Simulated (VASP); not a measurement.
Wanted: the native input for a VASP 6.6.1 run.

| Property | Result |
| --- | --- |
| Task | single point |
| Functional | PBE |
| Potentials or basis | VASP PAW PBE potentials, release 64 (Si, Co) |
| Cutoff | 520 eV |
| k mesh | 12 × 12 × 12 |
| Occupations | gaussian, width 0.1 eV |
| Spin | collinear spin, ferromagnetic start |
| Starting moments | [0.2, 0.2, 0.28, 1.84] μB |
| Fixed moment | 2.62 μB |
| Dipole correction | no |
| Further INCAR settings | ALGO = Normal; EDIFF = 1e-07; NBANDS = 22 |

The structure of CoSi3 lies in POSCAR:

```
CoSi3
1.0
    0.0000000000      2.9483370208      2.9483370208
    2.9483370208      0.0000000000      2.9483370208
    2.9483370208      2.9483370208      0.0000000000
Si Co
3 1
Direct
    0.2500000000      0.2500000000      0.2500000000
    0.7500000000      0.7500000000      0.7500000000
    0.5000000000      0.5000000000      0.5000000000
    0.0000000000      0.0000000000      0.0000000000
```

The input as run:

INCAR

```
  PREC = Accurate
  ENCUT = 520
  EDIFF = 1E-7
  ISMEAR = 0
  SIGMA = 0.1
  LREAL = False
  LASPH = True
  NELM = 150
  ALGO = Normal
  ISIF = 2
  LWAVE = False
  LCHARG = False
  ISPIN = 2
  MAGMOM = 0.2 0.2 0.28 1.84
  LORBIT = 11
  NUPDOWN = 2.62
  LMAXMIX = 4
  GGA = PE
  NBANDS = 22
```

KPOINTS

```
regular mesh
0
Gamma
  12 12 12
```

Potentials or basis: VASP PAW PBE potentials, release 64 (Si, Co).

The run is started by

```console
$ cat potpaw_PBE.64/Si/POTCAR potpaw_PBE.64/Co/POTCAR > POTCAR
$ mpirun -np 1 vasp_std > vasp.out
```

Results of the run:

```
Pressure                                              : 3.5 GPa
Net moment                                            : 2.62 μB per cell
Site moments                                          : Si +0.14, +0.18; Co +1.65 μB
Valence electrons inside the program's atomic spheres : Si 1.57; Co 8.21
```

Caveat: the total moment is fixed, so each spin has its own Fermi level.

It took 63 s on 1 thread of Intel(R) Xeon(R) 6975P-C (Granite Rapids), with other jobs on the host, peak memory 0.28 GiB.
